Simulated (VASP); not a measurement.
Write the native input for VASP 6.6.1 that does the following.

```
Task                   : single point
Functional             : LDA
Potentials or basis    : VASP PAW LDA potentials, release 64 (Os_sv_GW)
Cutoff                 : 560 eV
k mesh                 : 13 × 13 × 7
Occupations            : fermi-dirac, width 0.05 eV
Spin                   : no spin polarisation
Dipole correction      : no
Further INCAR settings : ALGO = Normal; EDIFF = 1e-06; NBANDS = 23
```

The structure of Os lies in POSCAR:

```
Os
1.0
    2.7305981567      0.0000000000      0.0000000000
   -1.3652990784      2.3647673712      0.0000000000
    0.0000000000      0.0000000000      4.4235690139
Os
2
Direct
    0.2133333333      0.6066666667      0.1600000000
    0.7866666667      0.3933333333      0.8400000000
```

This cell differs from its parent crystal: shortest bond scaled by 0.64.

The input as run:

INCAR

```
SYSTEM = Os
ALGO = Normal
EDIFF = 1E-6
ENCUT = 560
GGA = CA
GGA_COMPAT = .FALSE.
ISIF = 2
ISMEAR = -1
LASPH = .TRUE.
LCHARG = .FALSE.
LREAL = .FALSE.
LWAVE = .FALSE.
NBANDS = 23
NELM = 120
PREC = Accurate
SIGMA = 0.05
```

KPOINTS

```
k-points
0
G
  13 13 7
  0 0 0
```

Potentials or basis: VASP PAW LDA potentials, release 64 (Os_sv_GW).

Launch:

```console
$ cat potpaw_LDA.64/Os_sv_GW/POTCAR > POTCAR
$ mpirun -np 1 vasp_std > vasp.out
```

It gave:

```json
{
 "Pressure": "231.0 GPa",
 "Largest force": "53.943 eV/Å",
 "Band gap on the k mesh": "zero (bands 16 and 17 overlap by 2.58 eV)"
}
```

Caveat: the cell differs from its parent crystal (shortest bond scaled by 0.64); atoms lie so close that the PAW spheres overlap strongly, which falsifies energies and pressures; the stress differs along the axes, from 109 to 354 GPa; spin-orbit coupling is left out, which moves the levels of the heavy elements; forces of over 1 eV/Å act on the atoms, so gaps and moduli don't describe the material at rest.

Run time: 63 s on 1 thread of Intel(R) Xeon(R) 6975P-C (Granite Rapids) (shared host), peak memory 0.31 GiB.
